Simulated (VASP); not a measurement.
# TiO2 (P6/mmm) in VASP: further runs

Runs on TiO2. Level: LDA. Tasks: relaxation of cell and atoms.

All numbers are computed with VASP 6.6.1; they aren't measurements. Logs are shortened: lines on timing, memory, paths and dates and some standing lists are left out, and cuts for length are marked.

**1. The cell of the first run**

The structure is hexagonal, space group P6/mmm (No. 191). Conventional cell: a = 3.070 Å, b = 3.070 Å, c = 3.377 Å, α = 90.00°, β = 90.00°, γ = 120.00°. Within 3.2 Å of Ti (site symmetry 6/mmm) lie 12 O at 2.45 Å and 6 Ti at 3.07 Å. O (site symmetry -6m2) has 3 O at 1.77 Å within 2.4 Å.

**2. Relaxation of cell and atoms, LDA, target pressure 5 GPa, at which the enthalpy is minimised**

File INCAR:

```
ALGO = Normal
EDIFF = 1E-6
EDIFFG = -0.01
ENCUT = 600
IBRION = 2
ISIF = 3
ISMEAR = 1
LASPH = True
LCHARG = False
LREAL = False
LWAVE = False
NELM = 100
NSW = 60
PREC = Accurate
PSTRESS = 50.0
SIGMA = 0.02
```

File KPOINTS:

```
k-points
0
Gamma
  8 8 7
```

File POSCAR:

```
TiO2
1.0
    3.0700000000      0.0000000000      0.0000000000
   -1.5350000000      2.6586979896      0.0000000000
    0.0000000000      0.0000000000      3.3770000000
Ti O
1 2
Direct
    0.0000000000      0.0000000000      0.0000000000
    0.3333333333      0.6666666667      0.5000000000
    0.6666666667      0.3333333333      0.5000000000
```

Potentials or basis: VASP PAW LDA potentials, release 64 (Ti_sv, O).

On the command line:

```sh
cat potpaw_LDA.64/Ti_sv/POTCAR potpaw_LDA.64/O/POTCAR > POTCAR
mpirun -np 1 vasp_std > vasp.out
```

OUTCAR:

```text
EDIFF = 1E-6
   EDIFFG = -0.01
   ENCUT = 600
   IBRION = 2
   ISIF = 3
   ISMEAR = 1
   LASPH = True
   LREAL = False
   NELM = 100
   NSW = 60
   PREC = Accurate
   PSTRESS = 50.0

 ion  position               nearest neighbor table
   1  0.000  0.000  0.000-
   2  0.333  0.667  0.500-   3 1.77   3 1.77   3 1.77
   3  0.667  0.333  0.500-   2 1.77   2 1.77   2 1.77

  LATTYP: Found a hexagonal cell.
 ALAT       =     3.0700000000
 C/A-ratio  =     1.1000000000

  Lattice vectors:

 A1 = (   3.0700000000,   0.0000000000,   0.0000000000)
 A2 = (  -1.5350000000,   2.6586979896,   0.0000000000)
 A3 = (   0.0000000000,   0.0000000000,   3.3770000000)

Analysis of symmetry for initial positions (statically):
=====================================================================
 Subroutine PRICEL returns:
 Original cell was already a primitive cell.

 Routine SETGRP: Setting up the symmetry group for a
 hexagonal supercell.

 Subroutine GETGRP returns: Found 24 space group operations
 (whereof 24 operations were pure point group operations)
 out of a pool of 24 trial point group operations.

The static configuration has the point symmetry D_6h.

Analysis of symmetry for dynamics (positions and initial velocities):
=====================================================================
 Subroutine PRICEL returns:
 Original cell was already a primitive cell.

 Routine SETGRP: Setting up the symmetry group for a
 hexagonal supercell.

 Subroutine GETGRP returns: Found 24 space group operations
 (whereof 24 operations were pure point group operations)
 out of a pool of 24 trial point group operations.

The dynamic configuration has the point symmetry D_6h.

 Subroutine INISYM returns: Found 24 space group operations
 (whereof 24 operations are pure point group operations),
 and found     1 'primitive' translations

----------------------------------------------------------------------------------------

                                     Primitive cell

  volume of cell :      27.5638

  direct lattice vectors                    reciprocal lattice vectors
     3.070000000  0.000000000  0.000000000     0.325732899  0.188061977  0.000000000
    -1.535000000  2.658697990  0.000000000     0.000000000  0.376123954  0.000000000
     0.000000000  0.000000000  3.377000000     0.000000000  0.000000000  0.296120817

  length of vectors
     3.070000000  3.070000000  3.377000000     0.376123954  0.376123954  0.296120817

  position of ions in fractional coordinates (direct lattice)
     0.000000000  0.000000000  0.000000000
     0.333333333  0.666666667  0.500000000
     0.666666667  0.333333333  0.500000000

  ion indices of the primitive-cell ions
   primitive index   ion index
                 1           1
                 2           2
                 3           3

----------------------------------------------------------------------------------------

 KPOINTS: k-points

Automatic generation of k-mesh.
 Grid dimensions read from file:
 generate k-points for:    8    8    7

 Generating k-lattice:

  Cartesian coordinates                     Fractional coordinates (reciprocal lattice)
     0.040716612  0.023507747  0.000000000     0.125000000  0.000000000  0.000000000
     0.000000000  0.047015494  0.000000000     0.000000000  0.125000000  0.000000000
     0.000000000  0.000000000  0.042302974     0.000000000  0.000000000  0.142857143

  Length of vectors
     0.047015494  0.047015494  0.042302974

  Shift w.r.t. Gamma in fractional coordinates (k-lattice)
     0.000000000  0.000000000  0.000000000

 Subroutine IBZKPT returns following result:
 ===========================================

 Found     40 irreducible k-points:

 Following reciprocal coordinates:
            Coordinates               Weight
  0.000000  0.000000  0.000000      1.000000
  0.125000 -0.000000  0.000000      6.000000
  0.250000 -0.000000  0.000000      6.000000
  0.375000  0.000000  0.000000      6.000000
  0.500000 -0.000000  0.000000      3.000000
  0.125000  0.125000  0.000000      6.000000
[... 16 lines left out ...]
  0.250000 -0.000000  0.285714     12.000000
  0.375000  0.000000  0.285714     12.000000
 [... further k-points ...]
   k-points           NKPTS =     40   k-points in BZ     NKDIM =     40   number of bands    NBANDS=     16
   number of dos      NEDOS =    301   number of ions     NIONS =      3
   total plane-waves  NPLWV =  21952
   dimension x,y,z NGX =    28 NGY =   28 NGZ =   28
   dimension x,y,z NGXF=    56 NGYF=   56 NGZF=   56
   ions per type =               1   2
   NGX,Y,Z   is equivalent  to a cutoff of  15.16, 15.16, 13.78 a.u.
   NGXF,Y,Z  is equivalent  to a cutoff of  30.32, 30.32, 27.57 a.u.
 SYSTEM =  unknown system
   PREC   = accura    normal or accurate (medium, high low for compatibility)
   ISTART =      0    job   : 0-new  1-cont  2-samecut
   ICHARG =      2    charge: 1-file 2-atom 10-const
   ISPIN  =      1    spin polarized calculation?
   LNONCOLLINEAR =      F non collinear calculations
   LSORBIT =      F    spin-orbit coupling
   LASPH  =      T    aspherical Exc in radial PAW
   ENCUT  =  600.0 eV  44.10 Ry    6.64 a.u.   6.13  6.13  6.74*2*pi/ulx,y,z
   NELM   =    100;   NELMIN=  2; NELMDL= -5     # of ELM steps
   EDIFF  = 0.1E-05   stopping-criterion for ELM
   LREAL  =      F    real-space projection
   EDIFFG = -.1E-01   stopping-criterion for IOM
   NSW    =     60    number of steps for IOM
   IBRION =      2    ionic relax: 0-MD 1-quasi-New 2-CG
   NFREE  =      1    steps in history (QN), initial steepest desc. (CG)
   ISIF   =      3    stress and relaxation
   ISYM   =      2    0-nonsym 1-usesym 2-fastsym
   POTIM  = 0.5000    time-step for ionic-motion
   TEBEG  =    0.0;   TEEND  =   0.0 temperature during run
   PSTRESS=   50.0 pullay stress
   NELECT =      24.0000    total number of electrons
   NUPDOWN=      -1.0000    fix difference up-down
   EMIN   =  10.00;   EMAX   =-10.00  energy-range for DOS
   EFERMI =   0.00;   METHOD = LEGACY
   ISMEAR =     1;   SIGMA  =   0.02  broadening in eV -4-tet -1-fermi 0-gaus
   EFERMI_NEDOS =   21; number of points for ismear=-14 and -15
   IALGO  =     38    algorithm
   IMIX   =      4    mixing-type and parameters
     AMIX     =   0.40;   BMIX     =  1.00
     AMIX_MAG =   1.60;   BMIX_MAG =  1.00
  volume/ion in A,a.u.               =       9.19        62.00
  Fermi-wavevector in a.u.,A,eV,Ry     =   1.563264  2.954141 33.249856  2.443796
  Thomas-Fermi vector in A             =   2.666061
   LORBIT       =      0    0 simple, 1 ext, 2 COOP (PROOUT), +10 PAW based schemes
   GGA     = CA    functional components
   LHFCALC =     F    Hartree Fock is set to
   AEXX    =    0.0000 exact exchange contribution
   IVDW    =     0    specifies the selected vdW correction
   LEPSILON=     F    determine dielectric tensor
   LRPA    =     F    only Hartree local field effects (RPA)
 conjugate gradient relaxation of ions
 non-spin polarized calculation
 Methfessel and Paxton  Order N= 1 SIGMA  =   0.02
  energy-cutoff  :      600.00
  volume of cell :       27.56
 maximum number of plane-waves:       936
 NGX is ok and might be reduce to    28
   NGX = 13   NGY = 13   NGZ = 13

--------------------------------------- Ionic step        1  -------------------------------------------

 number of electron      23.9999997 magnetization

 Free energy of the ion-electron system (eV)
  ---------------------------------------------------
  ext. energy  EPLUGINS =         0.00000000
  ---------------------------------------------------
  free energy    TOTEN  =       -19.70647070 eV

  energy without entropy =      -19.70662104  energy(sigma->0) =      -19.70652081

------------------------ aborting loop because EDIFF is reached ----------------------------------------

  FORCE on cell =-STRESS in cart. coord.  units (eV):
  Direction    XX          YY          ZZ          XY          YZ          ZX
  --------------------------------------------------------------------------------------
  -------------------------------------------------------------------------------------
  Total        9.4031255      9.4031255    -10.5169920      0.0000000     -0.0000000     -0.0000000
  in kB      546.5682116    546.5682116   -611.3130705      0.0000000     -0.0000000     -0.0000000
  external PRESSURE =     110.6077842 kB  Pullay stress =      50.0000000 kB
[... 100 lines left out ...]
  energy  without entropy=      -23.3599650650  energy(sigma->0) =      -23.36010655

  enthalpy is  TOTEN    =       -22.4499144496 eV   P V=        0.9102628466

 E-fermi :  10.2010     XC(G=0): -13.9904

 val. band max:       10.1953792143   @ k =   0.2500  -0.0000   0.1429
 cond. band min:      10.2037378489   @ k =   0.2500   0.1250   0.1429
 fundamental gap:      0.0083586346
 Fermi energy:        10.2010258016

 k-point     1 :       0.0000    0.0000    0.0000
  band No.  band energies     occupation
      1     -46.7235      2.00000
      2     -23.2956      2.00000
      3     -23.2956      2.00000
      4     -22.4943      2.00000
      5     -12.0251      2.00000
      6      -5.0660      2.00000
[... 433 lines left out ...]
      3     -23.3501      2.00000
      4     -23.2199      2.00000
      5      -9.9277      2.00000
      6      -7.0977      2.00000
[... 8 lines left out ...]
     15      12.7498      0.00000
     16      13.2342      0.00000

 [... further k-points ...]

[... ionic steps 4 to 10 ...]

--------------------------------------- Ionic step       11  -------------------------------------------

 number of electron      24.0000000 magnetization

------------------------ aborting loop because EDIFF is reached ----------------------------------------
[... 73 lines left out ...]
--------------------------------------- Ionic step       13  -------------------------------------------

 number of electron      24.0000000 magnetization

 Free energy of the ion-electron system (eV)
  ---------------------------------------------------
  ext. energy  EPLUGINS =         0.00000000
  ---------------------------------------------------
  free energy    TOTEN  =       -23.83098426 eV

  energy without entropy =      -23.83090136  energy(sigma->0) =      -23.83095663

 E-fermi :   9.3875     XC(G=0): -13.7387

 val. band max:        9.3748120468   @ k =   0.2500   0.1250   0.1429
 cond. band min:       9.3937747006   @ k =   0.2500  -0.0000   0.1429
 fundamental gap:      0.0189626538
 Fermi energy:         9.3874990631

 k-point     1 :       0.0000    0.0000    0.0000
  band No.  band energies     occupation
      1     -47.4780      2.00000
      2     -24.0552      2.00000
      3     -24.0552      2.00000
      4     -23.2166      2.00000
      5     -12.1930      2.00000
      6      -5.9090      2.00000
[... 433 lines left out ...]
      3     -24.0762      2.00000
      4     -23.9701      2.00000
      5     -10.1927      2.00000
      6      -7.5985      2.00000
[... 8 lines left out ...]
     15      11.9054      0.00000
     16      12.3421      0.00000

 [... further k-points ...]
[... 5 lines left out ...]
  --------------------------------------------------------------------------------------
  -------------------------------------------------------------------------------------
  Total        0.7491095      0.7491095      0.7502617     -0.0000000      0.0000000      0.0000000
  in kB       49.0992873     49.0992873     49.1748018     -0.0000000      0.0000000      0.0000000
  external PRESSURE =      -0.8755412 kB  Pullay stress =      50.0000000 kB
[... 22 lines left out ...]
  energy  without entropy=      -23.8309013618  energy(sigma->0) =      -23.83095663

  enthalpy is  TOTEN    =       -23.0681325148 eV   P V=        0.7628517431

 reached required accuracy - stopping structural energy minimisation
```

Wall time 98 s (1 thread of AMD EPYC 9R45 (Zen 5), shared host); peak memory 0.13 GiB.

Results:

* Free energy: -23.8310 eV
* Relaxed volume: 8.15 Å³/atom
* Relaxed cell: a = 3.381 Å, b = 3.381 Å, c = 2.469 Å, α = 90.00°, β = 90.00°, γ = 120.00°
* Space group after relaxing (to 0.05 Å): P6/mmm (No. 191)
* Energy change on relaxing (the enthalpy is what falls): -1374.8 meV/atom
* Ionic steps: 13
* Pressure after relaxing: 4.9 GPa
* Band gap on the k mesh: zero (band 12 reaches 10.93 eV, above the bottom of band 13 at 8.60 eV)

The path:
```
step  energy change (eV)  largest force (eV/Å)  pressure (GPa)  volume (Å³)
   1              0.0000                0.0000           16.06        27.56
   2             -3.5699                0.0000          -26.12        29.13
   3             -3.6537                0.0000          -27.80        29.17
   4             -3.1123                0.0000           41.90        21.99
   5             -4.0536                0.0000           -9.59        25.82
   6             -4.0496                0.0000           -7.97        25.61
   7             -4.0150                0.0000           19.85        23.39
   8             -4.1214                0.0000            5.82        24.36
   9             -4.1207                0.0000            6.12        24.34
  10             -4.1252                0.0000            4.78        24.47
  11             -4.1239                0.0000            5.24        24.42
  12             -4.1250                0.0000            4.82        24.46
  13             -4.1245                0.0000            4.91        24.44
```

Final structure:
```yaml
crystal:
  lattice:
    - [3.38085, 0.00000, 0.00000]
    - [-1.69042, 2.92790, 0.00000]
    - [0.00000, 0.00000, 2.46945]
  atoms:
    - { symbol: Ti, position: [0.00000, 0.00000, 0.00000] }
    - { symbol: O, position: [0.33333, 0.66667, 0.50000] }
    - { symbol: O, position: [0.66667, 0.33333, 0.50000] }
```

Caveat: the cell is relaxed towards a set pressure, so the enthalpy falls and the energy may rise; semilocal functionals often make such compounds metallic where correlation or magnetic order opens a gap, which also shifts bond lengths.

**3. Relaxation of cell and atoms, LDA, target pressure 10 GPa, at which the enthalpy is minimised**

File INCAR:

```
SYSTEM = TiO2
  PREC = Accurate
  ENCUT = 600
  EDIFF = 1E-6
  ISMEAR = 1
  SIGMA = 0.02
  LREAL = .False.
  LASPH = .True.
  NELM = 80
  ALGO = Normal
  ISIF = 3
  LWAVE = .False.
  LCHARG = .False.
  IBRION = 2
  NSW = 60
  EDIFFG = -0.01
  PSTRESS = 100.0
```

File KPOINTS:

```
regular mesh
0
Gamma
  8 8 7
  0 0 0
```

POSCAR is that of step 2.

Potentials or basis: VASP PAW LDA potentials, release 64 (Ti_sv, O).

On the command line:

```sh
cat potpaw_LDA.64/Ti_sv/POTCAR potpaw_LDA.64/O/POTCAR > POTCAR
mpirun -np 1 vasp_std > vasp.out
```

Run time: 86 s. Hardware: 1 thread of AMD EPYC 9R45 (Zen 5), shared host; peak memory 0.14 GiB.

It converged, with:

| Quantity | Value |
| --- | --- |
| Free energy | -23.8115 eV |
| Relaxed volume | 8.01 Å³/atom |
| Relaxed cell | a = 3.363 Å, b = 3.363 Å, c = 2.453 Å, α = 90.00°, β = 90.00°, γ = 120.00° |
| Space group after relaxing (to 0.05 Å) | P6/mmm (No. 191) |
| Energy change on relaxing (the enthalpy is what falls) | -1368.4 meV/atom |
| Ionic steps | 11 |
| Pressure after relaxing | 9.9 GPa |
| Band gap on the k mesh | zero (band 12 reaches 11.22 eV, above the bottom of band 13 at 8.85 eV) |

The path:
```csv
step,energy change (eV),largest force (eV/Å),pressure (GPa),volume (Å³)
1,0.0000,0.0000,16.06,27.56
2,-3.7628,0.0000,-20.29,27.95
3,-3.8846,0.0000,-21.80,27.86
4,-3.1121,0.0000,58.87,21.13
5,-4.0998,0.0000,0.25,24.80
6,-4.0913,0.0000,1.96,24.63
7,-4.0505,0.0000,16.85,23.57
8,-4.1031,0.0000,10.39,24.00
9,-4.1042,0.0000,10.21,24.01
10,-4.1060,0.0000,9.77,24.04
11,-4.1051,0.0000,9.90,24.03
```

Final structure:
```
Ti O
1.0
     3.36292    0.00000    0.00000
    -1.68146    2.91238    0.00000
     0.00000    0.00000    2.45310
Ti O
1 2
Direct
  0.00000 0.00000 0.00000
  0.33333 0.66667 0.50000
  0.66667 0.33333 0.50000
```

Levels at points of the mesh, in eV from the Fermi level:
| k point | band 9 | band 10 | band 11 | band 12 | band 13 | band 14 | band 15 | band 16 |
| --- | --- | --- | --- | --- | --- | --- | --- | --- |
| (0.00, 0.00, 0.00) | -2.68 | -1.96 | -1.40 | -1.40 | 0.22 | 2.83 | 2.83 | 3.17 |
| (0.50, 0.00, 0.00) | -2.65 | -1.13 | -1.00 | -0.87 | -0.78 | 1.75 | 2.70 | 3.93 |

Caveat: the cell is relaxed towards a set pressure, so the enthalpy falls and the energy may rise; semilocal functionals often make such compounds metallic where correlation or magnetic order opens a gap, which also shifts bond lengths.

**4. Relaxation of cell and atoms, LDA, target pressure 20 GPa, at which the enthalpy is minimised**

File INCAR:

```
SYSTEM = TiO2
PREC = Accurate
ENCUT = 600
EDIFF = 1E-7
ISMEAR = 1
SIGMA = 0.02
LREAL = .False.
LASPH = .True.
NELM = 80
ALGO = Normal
ISIF = 3
LWAVE = .False.
LCHARG = .False.
IBRION = 2
NSW = 60
EDIFFG = -0.01
PSTRESS = 200.0
```

File KPOINTS:

```
Automatic mesh
0
Gamma
  8 8 7
  0 0 0
```

POSCAR is that of step 3.

On the command line:

```sh
cat potpaw_LDA.64/Ti_sv/POTCAR potpaw_LDA.64/O/POTCAR > POTCAR
mpirun -np 1 vasp_std > vasp.out
```

It took 81 s on 1 thread of AMD EPYC 9R45 (Zen 5), shared host; peak memory 0.13 GiB.

Results (log left out):

```
Free energy                                            : -23.7423 eV
Relaxed volume                                         : 7.76 Å³/atom
Relaxed cell                                           : a = 3.329 Å, b = 3.329 Å, c = 2.425 Å, α = 90.00°, β = 90.00°, γ = 120.00°
Space group after relaxing (to 0.05 Å)                 : P6/mmm (No. 191)
Energy change on relaxing (the enthalpy is what falls) : -1345.3 meV/atom
Ionic steps                                            : 9
Pressure after relaxing                                : 20.0 GPa
Band gap on the k mesh                                 : zero (band 12 reaches 11.75 eV, above the bottom of band 13 at 9.33 eV)
```

Stress tensor (GPa, compression positive):
```
20.11  0.00  0.00
 0.00 20.11  0.00
 0.00  0.00 19.81
```

Step by step:
```tsv
step	energy change (eV)	largest force (eV/Å)	pressure (GPa)	volume (Å³)
1	0.0000	0.0000	16.06	27.56
2	-3.9894	0.0000	-4.26	25.67
3	-4.1236	0.0000	-3.13	25.27
4	-4.1295	0.0000	-2.58	25.16
5	-3.3870	0.0000	64.69	20.86
6	-4.0436	0.0000	17.86	23.40
7	-4.0382	0.0000	18.42	23.35
8	-4.0235	0.0000	21.30	23.22
9	-4.0358	0.0000	20.01	23.28
```

Final structure:
```cif
data_structure
_symmetry_space_group_name_H-M 'P 1'
_symmetry_Int_Tables_number 1
_cell_length_a 3.3295
_cell_length_b 3.3295
_cell_length_c 2.4248
_cell_angle_alpha 90.000
_cell_angle_beta 90.000
_cell_angle_gamma 120.000
_cell_volume 23.28
loop_
_atom_site_label
_atom_site_type_symbol
_atom_site_fract_x
_atom_site_fract_y
_atom_site_fract_z
_atom_site_occupancy
Ti1 Ti 0.00000 0.00000 0.00000 1
O1 O 0.33333 0.66667 0.50000 1
O2 O 0.66667 0.33333 0.50000 1
```

Levels at points of the mesh, in eV from the Fermi level:
```tsv
k point	band 10	band 11	band 12	band 13	band 14	band 15
(0.00, 0.00, 0.00)	-2.04	-1.42	-1.42	0.26	2.96	2.96
(0.50, 0.00, 0.00)	-1.18	-1.04	-0.87	-0.76	1.87	2.82
```

Caveat: the cell is relaxed towards a set pressure, so the enthalpy falls and the energy may rise; the volume moved by over 15 % at a fixed basis, so the end points are rough; semilocal functionals often make such compounds metallic where correlation or magnetic order opens a gap, which also shifts bond lengths.

**5. Summary**

```csv
cell,gap on the mesh (eV),pressure (GPa)
relaxed to 5 GPa,none,4.9
relaxed to 10 GPa,none,9.9
relaxed to 20 GPa,none,20.0
```

Alike in all rows: task relaxation of cell and atoms; level LDA; potentials or basis VASP PAW LDA potentials, release 64 (Ti_sv, O); no spin polarisation; k mesh 8 × 8 × 7; cutoff (eV) 600; smearing methfessel-paxton 0.02 eV.

Caveats: the cell is relaxed towards a set pressure, so the enthalpy falls and the energy may rise; semilocal functionals often make such compounds metallic where correlation or magnetic order opens a gap, which also shifts bond lengths; the volume moved by over 15 % at a fixed basis, so the end points are rough (some runs).

Total energies depend on the potentials used, so only differences within one code and one set of settings carry meaning.
